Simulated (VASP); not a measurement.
# AlNi (Pmmm) in VASP: a series of runs, part 2 of 2

VASP 6.6.1.

### Step 3. Single point, PBEsol (normal strain along x -0.0367, normal strain along y +0.0733)

Contents of INCAR:

```
PREC     = Accurate       # precision mode
ENCUT    = 520            # plane-wave cutoff, eV
EDIFF    = 1E-6           # SCF threshold, eV
ISMEAR   = 0              # smearing method
SIGMA    = 0.15           # smearing width, eV
LREAL    = False          # projectors in reciprocal space
LASPH    = True           # aspherical terms in the spheres
NELM     = 80             # most SCF steps
ALGO     = Fast           # electronic algorithm
ISIF     = 2              # what is computed and relaxed
LWAVE    = False          # write WAVECAR
LCHARG   = True           # write CHGCAR
GGA      = PS             # functional
LELF     = True           # ELF
LVHAR    = True         
NBANDS   = 14             # bands
```

Contents of KPOINTS:

```
regular mesh
0
Gamma
  16 16 16
```

Contents of POSCAR:

```
AlNi
1.0
    1.9470216155     -1.9469698762      0.0000000000
    2.1693476680      2.1693018368      0.0000000000
    0.0000000000      0.0000000000      2.8688666979
Al Ni
1 1
Direct
    0.0000000000      0.0000000000      0.0000000000
    0.5000000000      0.5000000000      0.5000000000
```

Potentials or basis: VASP PAW PBE potentials, release 64 (Al, Ni).

On the command line:

```
$ cat potpaw_PBE.64/Al/POTCAR potpaw_PBE.64/Ni/POTCAR > POTCAR
$ mpirun -np 1 vasp_std > vasp.out
```

OUTCAR:

```text
PREC = Accurate
   ENCUT = 520
   EDIFF = 1E-6
   ISMEAR = 0
   LREAL = False
   LASPH = True
   NELM = 80
   ISIF = 2
   GGA = PS

 ion  position               nearest neighbor table
   1  0.000  0.000  0.000-   2 2.51   2 2.51   2 2.51   2 2.51   2 2.51   2 2.51   2 2.51   2 2.51

   2  0.500  0.500  0.500-   1 2.51   1 2.51   1 2.51   1 2.51   1 2.51   1 2.51   1 2.51   1 2.51

  LATTYP: Found a simple monoclinic cell.
 ALAT       =     2.7534677899
 B/A-ratio  =     1.0419103897
 C/A-ratio  =     1.1141908024
 COS(beta)  =    -0.0000238504

  Lattice vectors:

 A1 = (   1.9470216155,  -1.9469698762,   0.0000000000)
 A2 = (   0.0000000000,   0.0000000000,   2.8688666979)
 A3 = (  -2.1693476680,  -2.1693018368,   0.0000000000)

Analysis of symmetry for initial positions (statically):
=====================================================================
 Subroutine PRICEL returns:
 Original cell was already a primitive cell.

 Routine SETGRP: Setting up the symmetry group for a
 simple monoclinic supercell.

 Subroutine GETGRP returns: Found  4 space group operations
 (whereof  4 operations were pure point group operations)
 out of a pool of  4 trial point group operations.
[... 170 lines left out ...]

 k-point     1 :       0.0000    0.0000    0.0000
  band No.  band energies     occupation
      1      -1.3190      2.00000
      2       6.4837      2.00000
      3       6.5688      2.00000
      4       8.0823      2.00000
      5       8.2108      2.00000
      6       8.3715      2.00000
      7      13.2224      0.00000
      8      15.4628      0.00000
      9      17.0152      0.00000
     10      17.1372      0.00000
     11      18.0968      0.00000
     12      23.6275      0.00000
     13      29.4127      0.00000
     14      30.4524      0.00000
[... 377 lines left out ...]
      1      -0.9426      2.00000
      2       6.5397      2.00000
      3       6.6185      2.00000
      4       7.9970      2.00000
      5       8.0781      2.00000
      6       8.2376      2.00000
      7      13.0725      0.00000
      8      14.3392      0.00000
      9      15.9405      0.00000
     10      17.8441      0.00000
     11      19.8397      0.00000
     12      25.4774      0.00000
     13      26.9318      0.00000
     14      28.7625      0.00000

 [... further k-points ...]
[... 5 lines left out ...]
  --------------------------------------------------------------------------------------
  -------------------------------------------------------------------------------------
  Total       -0.6446920     -0.6438957     -0.7921357     -0.5642141      0.0000000      0.0000000
  in kB      -42.6219099    -42.5692634    -52.3697191    -37.3013502      0.0000000      0.0000000
  external PRESSURE =     -45.8536308 kB  Pullay stress =       0.0000000 kB

 VOLUME and BASIS-vectors are now :
 -----------------------------------------------------------------------------
  energy-cutoff  :      520.00
  volume of cell :       24.23
      direct lattice vectors                 reciprocal lattice vectors
     1.947021615 -1.946969876  0.000000000     0.256803190 -0.256808615  0.000000000
     2.169347668  2.169301837  0.000000000     0.230483406  0.230489530  0.000000000
     0.000000000  0.000000000  2.868866698     0.000000000  0.000000000  0.348569699

 POSITION                                       TOTAL-FORCE (eV/Angst)
 -----------------------------------------------------------------------------------
      0.00000      0.00000      0.00000         0.000000      0.000000      0.000000
      2.05818      0.11117      1.43443         0.000000     -0.000000      0.000000
 -----------------------------------------------------------------------------------
    total drift:                                0.000000      0.000000      0.000000

  FREE ENERGIE OF THE ION-ELECTRON SYSTEM (eV)
  ---------------------------------------------------
  free  energy   TOTEN  =       -11.5472035624 eV

  energy  without entropy=      -11.5369351861  energy(sigma->0) =      -11.54206937
```

Wall time 4.3 min (1 thread of AMD EPYC 7R13 (Zen 3), shared host); peak memory 0.45 GiB.

What came out:

- Free energy: -11.5472 eV
- Pressure: -4.6 GPa
- Band gap on the k mesh: zero (an odd number of electrons rules out a gap without spin polarisation)

Levels at points of the mesh, in eV from the Fermi level:
```
           k point  band 3  band 4  band 5  band 6  band 7  band 8  band 9  band 10  band 11  band 12
(0.00, 0.00, 0.00)   -3.16   -1.64   -1.52   -1.36    3.50    5.74    7.29     7.41     8.37    13.90
(0.50, 0.00, 0.00)   -2.63   -2.54   -2.16   -1.51   -0.29    8.18    8.31     9.72    10.41    11.52
(0.00, 0.50, 0.00)   -2.82   -2.18   -1.95   -1.31   -1.06    8.27    9.99    10.43    11.46    11.74
(0.50, 0.50, 0.00)   -3.14   -2.60   -2.06   -1.96   -1.10    1.49    2.34    12.41    14.66    15.28
(0.00, 0.00, 0.50)   -2.74   -2.54   -1.94   -1.43   -0.58    7.92    8.12     9.29    11.69    12.40
(0.50, 0.00, 0.50)   -2.55   -2.34   -2.30   -2.24   -0.88    1.98    2.94    10.89    13.68    13.72
(0.00, 0.50, 0.50)   -3.31   -2.99   -1.85   -1.81   -1.14    1.02    1.99    13.47    15.84    15.87
(0.50, 0.50, 0.50)   -4.01   -1.10   -0.86    1.91    2.06    2.12    3.65     3.88     4.32     5.02
```

Caveat: the cell differs from its parent crystal (normal strain along x -0.0367, normal strain along y +0.0733); the cell stands under tension; the PAW data sets were made with another functional, which shifts forces and pressure a little.

### Step 4. Single point, PBEsol (normal strain along x -0.0367, normal strain along y +0.1100)

Contents of INCAR:

```
SYSTEM = AlNi
PREC = Accurate ; ENCUT = 520
EDIFF = 1E-7 ; ISMEAR = 0
SIGMA = 0.15 ; LREAL = .FALSE.
LASPH = .TRUE. ; NELM = 80
ALGO = Fast ; ISIF = 2
LWAVE = .FALSE. ; LCHARG = .FALSE.
GGA = PS ; NBANDS = 14
```

Contents of KPOINTS:

```
Automatic mesh
0
G
  16 16 16
  0 0 0
```

Changes to POSCAR since step 3:

```diff
@@ -3,3 +3,3 @@
     1.9470216155     -1.9469698762      0.0000000000
-    2.1693476680      2.1693018368      0.0000000000
+    2.2435237236      2.2434798636      0.0000000000
     0.0000000000      0.0000000000      2.8688666979
```

On the command line:

```
$ cat potpaw_PBE.64/Al/POTCAR potpaw_PBE.64/Ni/POTCAR > POTCAR
$ mpirun -np 1 vasp_std > vasp.out
```

Wall time 4.5 min (1 thread of AMD EPYC 7R13 (Zen 3), shared host); peak memory 0.47 GiB.

Results (log left out):

```yaml
Free_energy: -11.4922 eV
Pressure: -9.3 GPa
Band_gap_on_the_k_mesh: zero (an odd number of electrons rules out a gap without spin polarisation)
```

Stress tensor (GPa, compression positive):
```
-9.00 -4.10  0.00
-4.10 -9.00  0.00
 0.00  0.00 -9.78
```

Levels at points of the mesh, in eV from the Fermi level:
```tsv
k point	band 3	band 4	band 5	band 6	band 7	band 8	band 9	band 10	band 11	band 12
(0.00, 0.00, 0.00)	-3.00	-1.58	-1.46	-1.24	2.75	5.98	6.89	7.54	8.39	13.61
(0.50, 0.00, 0.00)	-2.54	-2.49	-2.01	-1.45	-0.21	7.62	7.98	9.02	10.66	11.61
(0.00, 0.50, 0.00)	-2.72	-2.03	-1.81	-1.20	-1.17	8.27	10.12	10.23	11.56	11.60
(0.50, 0.50, 0.00)	-3.16	-2.48	-1.92	-1.81	-1.12	1.43	2.09	12.36	14.51	15.27
(0.00, 0.00, 0.50)	-2.62	-2.55	-1.79	-1.36	-0.48	7.42	7.64	8.60	11.94	12.50
(0.50, 0.00, 0.50)	-2.32	-2.27	-2.21	-2.10	-0.79	2.10	2.94	10.18	12.98	13.07
(0.00, 0.50, 0.50)	-3.33	-2.86	-1.72	-1.68	-1.15	0.95	1.75	13.41	15.52	15.70
(0.50, 0.50, 0.50)	-3.83	-1.10	-0.78	1.93	2.15	2.20	3.41	3.64	4.06	5.10
```

Caveat: the cell differs from its parent crystal (normal strain along x -0.0367, normal strain along y +0.1100); the cell stands under tension; the PAW data sets were made with another functional, which shifts forces and pressure a little.

### Step 5. Summary

| cell | further INCAR settings | gap on the mesh (eV) | pressure (GPa) |
| --- | --- | --- | --- |
| a = 2.649, b = 3.173, c = 2.869 Å, 2 atoms | ALGO = Fast; EDIFF = 1e-07; NBANDS = 14 | none | -3.2 |
| a = 2.753, b = 3.068, c = 2.869 Å, 2 atoms | ALGO = Fast; EDIFF = 1e-06; NBANDS = 14 | none | -4.6 |
| a = 2.753, b = 3.173, c = 2.869 Å, 2 atoms | ALGO = Fast; EDIFF = 1e-07; NBANDS = 14 | none | -9.3 |

Alike in all rows: task single point; level PBEsol; potentials or basis VASP PAW PBE potentials, release 64 (Al, Ni); no spin polarisation; k mesh 16 × 16 × 16; cutoff (eV) 520; smearing gaussian 0.15 eV.

Caveats: the PAW data sets were made with another functional, which shifts forces and pressure a little; the cell stands under tension (at least some runs); the stress differs along the axes, from -7 to -2 GPa (at least some runs).

Total energies depend on the potentials used, so only differences within one code and one set of settings carry meaning.
